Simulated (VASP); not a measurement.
# AlNi (Pm-3m) in VASP: settings compared, part 2 of 2

VASP 6.6.1.

## 3. Relaxation of cell and atoms, PBE, collinear spin, ferromagnetic start

The input, INCAR:

```
  ALGO = Normal
  EDIFF = 1E-6
  EDIFFG = -0.02
  ENCUT = 600
  GGA = PE
  IBRION = 2
  ISIF = 3
  ISMEAR = -1
  ISPIN = 2
  LASPH = True
  LCHARG = False
  LMAXMIX = 4
  LORBIT = 11
  LREAL = False
  LWAVE = False
  MAGMOM = 1 0
  NELM = 150
  NSW = 80
  PREC = Accurate
  SIGMA = 0.05
```

The input, KPOINTS:

```
k-points
0
Gamma
  9 9 9
```

The input, POSCAR:

```
AlNi
1.0
    2.8810000000      0.0000000000      0.0000000000
    0.0000000000      2.8810000000      0.0000000000
    0.0000000000      0.0000000000      2.8810000000
Ni Al
1 1
Direct
    0.5000000000      0.5000000000      0.5000000000
    0.0000000000      0.0000000000      0.0000000000
```

Potentials or basis: VASP PAW PBE potentials, release 64 (Ni, Al).

Started as:

```console
> cat potpaw_PBE.64/Ni/POTCAR potpaw_PBE.64/Al/POTCAR > POTCAR
> mpirun -np 1 vasp_std > vasp.out
```

OUTCAR:

```text
EDIFF = 1E-6
   EDIFFG = -0.02
   ENCUT = 600
   GGA = PE
   IBRION = 2
   ISIF = 3
   ISMEAR = -1
   ISPIN = 2
   LASPH = True
   LORBIT = 11
   LREAL = False
   NELM = 150
   NSW = 80
   PREC = Accurate

 ion  position               nearest neighbor table
   1  0.500  0.500  0.500-   2 2.50   2 2.50   2 2.50   2 2.50   2 2.50   2 2.50   2 2.50   2 2.50

   2  0.000  0.000  0.000-   1 2.50   1 2.50   1 2.50   1 2.50   1 2.50   1 2.50   1 2.50   1 2.50

  LATTYP: Found a simple cubic cell.
 ALAT       =     2.8810000000

  Lattice vectors:

 A1 = (   2.8810000000,   0.0000000000,   0.0000000000)
 A2 = (   0.0000000000,   2.8810000000,   0.0000000000)
 A3 = (   0.0000000000,   0.0000000000,   2.8810000000)

Analysis of symmetry for initial positions (statically):
=====================================================================
 Subroutine PRICEL returns:
[... 957 lines left out ...]
  free energy    TOTEN  =       -10.53730176 eV

  energy without entropy =      -10.53052282  energy(sigma->0) =      -10.53391229

 E-fermi :   9.8669     XC(G=0): -11.9934

 val. band max:        9.8086301841   @ k =   0.3333   0.3333   0.0000
 cond. band min:       9.9122577267   @ k =   0.3333   0.1111   0.1111
 fundamental gap:      0.1036275426
 Fermi energy:         9.8669031190

 spin component 1

 k-point     1 :       0.0000    0.0000    0.0000
  band No.  band energies     occupation
      1      -1.1801      1.00000
      2       6.6903      1.00000
      3       6.6903      1.00000
      4       8.3411      1.00000
      5       8.3411      1.00000
      6       8.3411      1.00000
      7      15.3236      0.00000
      8      15.3236      0.00000
      9      15.3236      0.00000
     10      17.9569      0.00000
     11      17.9569      0.00000
[... 691 lines left out ...]
  FREE ENERGIE OF THE ION-ELECTRON SYSTEM (eV)
  ---------------------------------------------------
  free  energy   TOTEN  =       -10.5373017615 eV

  energy  without entropy=      -10.5305228204  energy(sigma->0) =      -10.53391229

 reached required accuracy - stopping structural energy minimisation

 total charge

# of ion       s       p       d       tot
------------------------------------------
    1        0.471   0.508   8.465   9.444
    2        0.383   0.408   0.000   0.791
--------------------------------------------------
tot          0.854   0.916   8.465  10.235

 magnetization (x)

# of ion       s       p       d       tot
------------------------------------------
    1       -0.000   0.000  -0.000  -0.000
    2        0.000   0.000   0.000   0.000
--------------------------------------------------
tot          0.000   0.000  -0.000  -0.000
```

OSZICAR:

```text
N       E                     dE             d eps       ncg     rms          rms(c)
DAV:   1     0.445816505917E+02    0.44582E+02   -0.64560E+03  1556   0.146E+03
DAV:   2    -0.102862290302E+02   -0.54868E+02   -0.51299E+02  1561   0.215E+02
DAV:   3    -0.119048367879E+02   -0.16186E+01   -0.15965E+01  1832   0.442E+01
[... 24 lines left out ...]
DAV:   2    -0.105879567388E+02   -0.26942E-01   -0.81523E-01  1772   0.147E+01    0.182E+00
DAV:   3    -0.105377649730E+02    0.50192E-01   -0.32021E-01  1778   0.945E+00    0.189E-01
DAV:   4    -0.105373433660E+02    0.42161E-03   -0.18760E-03  1597   0.361E-01    0.666E-02
DAV:   5    -0.105373008195E+02    0.42546E-04   -0.23067E-04  2234   0.218E-01    0.121E-02
DAV:   6    -0.105373017615E+02   -0.94195E-06   -0.66828E-06  1589   0.271E-02
   3 F= -.10537302E+02 E0= -.10533912E+02  d E =-.164843E-02  mag=    -0.0000
```

CONTCAR:

```text
AlNi
   1.00000000000000
     2.8921668696659650    0.0000000000000000    0.0000000000000000
     0.0000000000000000    2.8921668696659650    0.0000000000000000
    -0.0000000000000000   -0.0000000000000000    2.8921668696659650
  Ni              Al
     1     1
Direct
     0.5000000000000000    0.5000000000000000    0.5000000000000000
     0.0000000000000000    0.0000000000000000    0.0000000000000000

  0.00000000E+00  0.00000000E+00  0.00000000E+00
  0.00000000E+00  0.00000000E+00  0.00000000E+00
```

It took 33 s on 1 thread of Intel Xeon 8259CL, shared host; peak memory 0.16 GiB.

Results:

```yaml
Free_energy: -10.5373 eV
Relaxed_volume: 12.10 Å³/atom
Relaxed_cell: a = 2.892 Å, b = 2.892 Å, c = 2.892 Å, α = 90.00°, β = 90.00°, γ = 90.00°
Space_group_after_relaxing_to_0.1_Å: Pm-3m (No. 221)
Energy_gained_by_relaxing: 0.8 meV/atom
Ionic_steps: 3
Pressure_after_relaxing: 0.1 GPa
Net_moment: 0.00 μB per cell
Valence_electrons_inside_the_program's_atomic_spheres: Ni 9.44; Al 0.79
```

Step by step:
```tsv
step	energy change (eV)	largest force (eV/Å)	pressure (GPa)	volume (Å³)
1	0.0000	0.0000	1.95	23.91
2	-0.0006	0.0000	-1.47	24.42
3	-0.0016	0.0000	0.08	24.19
```

Final structure:
```
Ni Al
1.0
     2.89217    0.00000    0.00000
     0.00000    2.89217    0.00000
     0.00000    0.00000    2.89217
Ni Al
1 1
Direct
  0.50000 0.50000 0.50000
  0.00000 0.00000 0.00000
```

PBE usually gives volumes a little too large and moduli too small. Zero-point motion and thermal expansion aren't in these numbers.

## 4. Relaxation of cell and atoms, PBEsol-based global hybrid with 25 % exact exchange, collinear spin, ferromagnetic start

POSCAR is that of step 3.

The input, INCAR.step1:

```
SYSTEM = AlNi
  PREC = Accurate
  ENCUT = 600
  EDIFF = 1E-5
  ISMEAR = -1
  SIGMA = 0.05
  LREAL = .FALSE.
  LASPH = .TRUE.
  NELM = 150
  ALGO = Normal
  LWAVE = .TRUE.
  LCHARG = .FALSE.
  ISPIN = 2
  MAGMOM = 1 0
  LORBIT = 11
  LMAXMIX = 4
  GGA = PE
  NBANDS = 18
```

The input, INCAR.step2:

```
SYSTEM = AlNi
  PREC = Accurate
  ENCUT = 600
  EDIFF = 1E-6
  ISMEAR = -1
  SIGMA = 0.05
  LREAL = .FALSE.
  LASPH = .TRUE.
  NELM = 150
  ALGO = Normal
  ISIF = 3
  LWAVE = .FALSE.
  LCHARG = .FALSE.
  ISPIN = 2
  MAGMOM = 1 0
  LORBIT = 11
  LMAXMIX = 4
  GGA = PS
  LHFCALC = .TRUE.
  AEXX = 0.25
  PRECFOCK = Normal
  IBRION = 2
  NSW = 60
  EDIFFG = -0.01
  ISTART = 1
```

The input, KPOINTS:

```
regular mesh
0
G
  5 5 5
  0 0 0
```

Started as:

```console
> cat potpaw_PBE.64/Ni/POTCAR potpaw_PBE.64/Al/POTCAR > POTCAR
> cp INCAR.step1 INCAR
> mpirun -np 1 vasp_std > vasp.out
> cp INCAR.step2 INCAR
> mpirun -np 1 vasp_std > vasp.out
```

Wall time 49 min (1 thread of Intel Xeon 8259CL, shared host); peak memory 0.17 GiB.

It converged, with:

```yaml
Free_energy: -13.4886 eV
Relaxed_volume: 11.56 Å³/atom
Relaxed_cell: a = 2.849 Å, b = 2.849 Å, c = 2.849 Å, α = 90.00°, β = 90.00°, γ = 90.00°
Space_group_after_relaxing_to_0.1_Å: Pm-3m (No. 221)
Energy_gained_by_relaxing: 7.1 meV/atom
Ionic_steps: 3
Pressure_after_relaxing: 0.0 GPa
Net_moment: 0.06 μB per cell
Site_moments: Ni +0.06; Al +0.00 μB
Valence_electrons_inside_the_program's_atomic_spheres: Ni 9.63; Al 0.89
```

The path:
| step | energy change (eV) | largest force (eV/Å) | pressure (GPa) | volume (Å³) |
| --- | --- | --- | --- | --- |
| 1 | 0.0000 | 0.0000 | -5.66 | 23.91 |
| 2 | -0.0036 | 0.0000 | 5.39 | 22.48 |
| 3 | -0.0142 | 0.0000 | -0.04 | 23.13 |

Final structure:
```
Ni Al
1.0
     2.84921    0.00000    0.00000
     0.00000    2.84921    0.00000
     0.00000    0.00000    2.84921
Ni Al
1 1
Direct
  0.50000 0.50000 0.50000
  0.00000 0.00000 0.00000
```

Levels at points of the mesh, in eV from the Fermi level:
Spin up:
```tsv
k point	band 4	band 5	band 6	band 7	band 8	band 9
(0.00, 0.00, 0.00)	-2.50	-2.50	-2.50	7.24	7.24	7.24
```
Spin down:
| k point | band 4 | band 5 | band 6 | band 7 | band 8 | band 9 |
| --- | --- | --- | --- | --- | --- | --- |
| (0.00, 0.00, 0.00) | -2.44 | -2.44 | -2.44 | 7.24 | 7.24 | 7.24 |

Caveat: the k points lie up to 0.44 Å⁻¹ apart in the final cell; the PAW data sets were made with another functional, which shifts forces and pressure a little.

## 5. The runs side by side

| level | k mesh | grid for exact exchange (PRECFOCK) | share of exact exchange | gap on the mesh (eV) | pressure (GPa) | moment (μB) | relaxed volume (Å³/atom) |
| --- | --- | --- | --- | --- | --- | --- | --- |
| BLYP | 9 × 9 × 9 | - | - | none | 0.0 | 0.00 | 12.49 |
| PBE | 9 × 9 × 9 | - | - | none | 0.1 | 0.00 | 12.10 |
| PBEsol-based global hybrid with 25 % exact exchange | 5 × 5 × 5 | Normal | 0.25 | none | 0.0 | 0.06 | 11.56 |

Alike in all rows: task relaxation of cell and atoms; potentials or basis VASP PAW PBE potentials, release 64 (Ni, Al); spin collinear, ferromagnetic start; cell relaxed; cutoff (eV) 600; smearing fermi-dirac 0.05 eV.

Caveats: some runs use coarse meshes; the PAW data sets were made with another functional, which shifts forces and pressure a little (at least some runs).

Absolute energies hang on the potentials; compare differences alone.
